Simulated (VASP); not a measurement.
A run of VASP 6.6.1:

File INCAR:

```
  PREC = Accurate
  ENCUT = 520
  EDIFF = 1E-6
  ISMEAR = -1
  SIGMA = 0.05
  LREAL = False
  LASPH = True
  NELM = 80
  ALGO = Normal
  ISIF = 2
  LWAVE = False
  LCHARG = False
  NBANDS = 21
```

Contents of KPOINTS:

```
Automatic mesh
0
Gamma
  13 13 13
```

The input POSCAR:

```
Sn
1.0
    0.0000000000      2.4731991063      2.4731991063
    2.4731991063      0.0000000000      2.4731991063
    2.4731991063      2.4731991063      0.0000000000
Sn
2
Direct
   -0.1250000000     -0.1250000000     -0.1250000000
    0.1250000000      0.1250000000      0.1250000000
```

Potentials or basis: VASP PAW LDA potentials, release 64 (Sn_d).

The run is started by

```sh
$ cat potpaw_LDA.64/Sn_d/POTCAR > POTCAR
$ mpirun -np 1 vasp_std > vasp.out
```

Hardware: 1 thread of Intel(R) Xeon(R) 6975P-C (Granite Rapids) (shared host).

Q: Estimate the wall time of this run.

A: Run time: 18 s on 1 thread of Intel(R) Xeon(R) 6975P-C (Granite Rapids), with other jobs on the host, peak memory 0.16 GiB. Counts: scf iterations 11, k points 84.
